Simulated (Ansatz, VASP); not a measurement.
# Two plane-wave programs on Zr

```
Zr
1.0
     3.23188    0.00000    0.00000
    -1.61594    2.79889    0.00000
     0.00000    0.00000    5.17410
Zr
2
Direct
  0.33333 0.66667 0.25000
  0.66667 0.33333 0.75000
```

Alike in both runs: task single point; functional PBE; k mesh 3 × 3 × 2; occupations fermi-dirac, width 0.1 eV; no spin polarisation.

|  | VASP | Ansatz |
| --- | --- | --- |
| version | VASP 6.6.1 | Ansatz 0.2.0 |
| potentials or method | VASP PAW PBE potentials, release 64 (Zr_sv), cutoff 520 eV | plane waves (420 eV) with PAW, scalar-relativistic |
| valence electrons in the cell | 24 | 24 |

|  | VASP | Ansatz | Ansatz less VASP |
| --- | --- | --- | --- |
| pressure (GPa) | -1.1 | -1.1 | -0.02 |
| traceless stress, the component that is largest in VASP (GPa) | 1.89 | 1.91 | +0.019 |

The k mesh is coarse, so the values compare programs but aren't converged.
